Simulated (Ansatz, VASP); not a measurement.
**GaN in VASP and in Ansatz**

```
Ga N
1.0
    -3.15158    0.00000    0.00000
     0.00000    0.00000   -5.13825
     0.00000   -5.45869    0.00000
Ga N
4 4
Direct
  0.50000 0.00458 0.16927
  0.00000 0.00252 0.66405
  0.00000 0.50252 0.33595
  0.50000 0.50458 0.83073
  0.50000 0.60965 0.16703
  0.00000 0.61061 0.66627
  0.00000 0.11061 0.33373
  0.50000 0.10965 0.83297
```

Change from the starting cell: mode 11 frozen in at -0.015 Å and mode 13 at +0.073 Å (largest displacements).

Alike in both runs: task single point; functional LDA; k mesh 8 × 6 × 6; occupations gaussian, width 0.05 eV; no spin polarisation.

```csv
,VASP,Ansatz
version,VASP 6.6.1,Ansatz 0.2.0
potentials or method,"VASP PAW LDA potentials, release 64 (Ga_d, N), cutoff 520 eV","scalar-relativistic, plane waves, PAW"
valence electrons in the cell,72,72
```

|  | VASP | Ansatz | Ansatz less VASP |
| --- | --- | --- | --- |
| gap on the k mesh at the Fermi level (eV) | 2.06 | 2.05 | -0.010 |
| least direct gap on the mesh (eV) | 2.06 | 2.05 | -0.010 |
| pressure (GPa) | 2.0 | 0.9 | -1.15 |
| traceless stress, the component that is largest in VASP (GPa) | -5.91 | -5.61 | +0.297 |
| rms of the force components (eV/Å) | 0.532 | 0.521 | -0.0105 |

Ansatz warns that its potentials were made for another functional, while VASP's fit it. LDA's correlation is that of Perdew and Zunger in VASP and of Perdew and Wang (1992) in Ansatz. Atom by atom the forces differ by 0.011 eV/Å (rms over components).
